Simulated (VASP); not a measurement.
Set up this calculation in VASP 6.6.1, as the native input.

* Task: single point
* Functional: PBEsol
* Dispersion: D3(BJ)
* Potentials or basis: VASP PAW PBE potentials, release 64 (Fe)
* Cutoff: 520 eV
* k mesh: 13 × 13 × 13
* Occupations: methfessel-paxton, width 0.1 eV
* Spin: collinear spin, ferromagnetic start
* Starting moments: [3.0] μB
* Dipole correction: no
* Further INCAR settings: ALGO = Fast; EDIFF = 1e-06; NBANDS = 14

The structure of Fe lies in POSCAR:

```
Fe
1.0
   -1.4135427549      1.4135427549      1.4135427549
    1.4135427549     -1.4135427549      1.4135427549
    1.4135427549      1.4135427549     -1.4135427549
Fe
1
Direct
    0.0000000000      0.0000000000      0.0000000000
```

One way to write it, as run:

INCAR

```
  ALGO = Fast
  EDIFF = 1E-6
  ENCUT = 520
  GGA = PS
  ISIF = 2
  ISMEAR = 1
  ISPIN = 2
  IVDW = 12
  LASPH = True
  LCHARG = True
  LELF = True
  LMAXMIX = 4
  LORBIT = 11
  LREAL = False
  LVHAR = True
  LWAVE = False
  MAGMOM = 3
  NBANDS = 14
  NELM = 150
  PREC = Accurate
  SIGMA = 0.1
```

KPOINTS

```
k-points
0
Gamma
  13 13 13
```

Potentials or basis: VASP PAW PBE potentials, release 64 (Fe).

Launch:

```bash
$ cat potpaw_PBE.64/Fe/POTCAR > POTCAR
$ mpirun -np 1 vasp_std > vasp.out
```

It gave:

```yaml
Pressure: -14.3 GPa
Net_moment: 2.13 μB per cell
Site_moments: Fe +2.12 μB
Valence_electrons_inside_the_program's_atomic_spheres: Fe 7.28
Dispersion_energy_per_atom: -0.334 eV
```

Caveat: the PAW data sets were made with another functional, which shifts forces and pressure a little; pairwise dispersion overbinds metals, which lowers pressure and volume.

It took 15 s on 1 thread of AMD EPYC 9R45 96-Core Processor (Zen 5), on a shared host, peak memory 0.11 GiB.
